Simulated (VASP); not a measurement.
Wanted: the native input for a VASP 6.6.1 run.

```yaml
Task: relaxation of cell and atoms
Functional: PBEsol
Potentials_or_basis: VASP PAW PBE potentials, release 64 (I, Ca_sv)
Cutoff: 600 eV
k_mesh: 7 × 7 × 6
Occupations: fermi-dirac, width 0.05 eV
Spin: no spin polarisation
Target_pressure: 20 GPa
Dipole_correction: no
Further_INCAR_settings: ALGO = Normal; EDIFF = 1e-06; IBRION = 2; EDIFFG = -0.01; NSW = 60; ISIF = 3
```

The structure of CaI lies in POSCAR:

```
CaI
1.0
    4.1468204634      0.0000000000      0.0000000000
   -2.0734102317      3.5912518662      0.0000000000
    0.0000000000      0.0000000000      4.5762290000
I Ca
1 1
Direct
    0.6666666667      0.3333333333      0.0000000000
    0.0000000000      0.0000000000      0.5000000000
```

These files were run (other wordings do the same):

INCAR

```
ALGO     = Normal         # electronic algorithm
EDIFF    = 1E-6           # SCF threshold, eV
EDIFFG   = -0.01          # ionic threshold
ENCUT    = 600            # plane-wave cutoff, eV
GGA      = PS             # functional
IBRION   = 2              # ionic algorithm
ISIF     = 3              # what is computed and relaxed
ISMEAR   = -1             # smearing method
LASPH    = T              # aspherical terms in the spheres
LCHARG   = F              # write CHGCAR
LREAL    = F              # projectors in reciprocal space
LWAVE    = F              # write WAVECAR
NELM     = 100            # most SCF steps
NSW      = 60             # ionic steps
PREC     = Accurate       # precision mode
PSTRESS  = 200.0        
SIGMA    = 0.05           # smearing width, eV
```

KPOINTS

```
k-points
0
Gamma
  7 7 6
```

Potentials or basis: VASP PAW PBE potentials, release 64 (I, Ca_sv).

Launch:

```console
$ cat potpaw_PBE.64/I/POTCAR potpaw_PBE.64/Ca_sv/POTCAR > POTCAR
$ mpirun -np 1 vasp_std > vasp.out
```

It gave:

The relaxed volume is 22.86 Å³/atom and the relaxed cell is a = 3.619 Å, b = 3.619 Å, c = 4.031 Å, α = 90.00°, β = 90.00°, γ = 120.00°. The space group after relaxing (to 0.05 Å) is P-6m2 (No. 187), the energy change on relaxing (the enthalpy is what falls) is +384.4 meV/atom and the ionic steps are 7. The pressure after relaxing is 20.0 GPa.

Caveat: the cell is relaxed towards a set pressure, so the enthalpy falls and the energy may rise; the volume moved by over 15 % at a fixed basis, so the end points are rough; the PAW data sets were made with another functional, which shifts forces and pressure a little; an odd number of electrons without spin polarisation forces a metal; a magnetic or distorted state may lie lower.

It took 2.1 min on 1 thread of Intel(R) Xeon(R) Platinum 8488C (Sapphire Rapids), with other jobs on the host, peak memory 0.25 GiB.
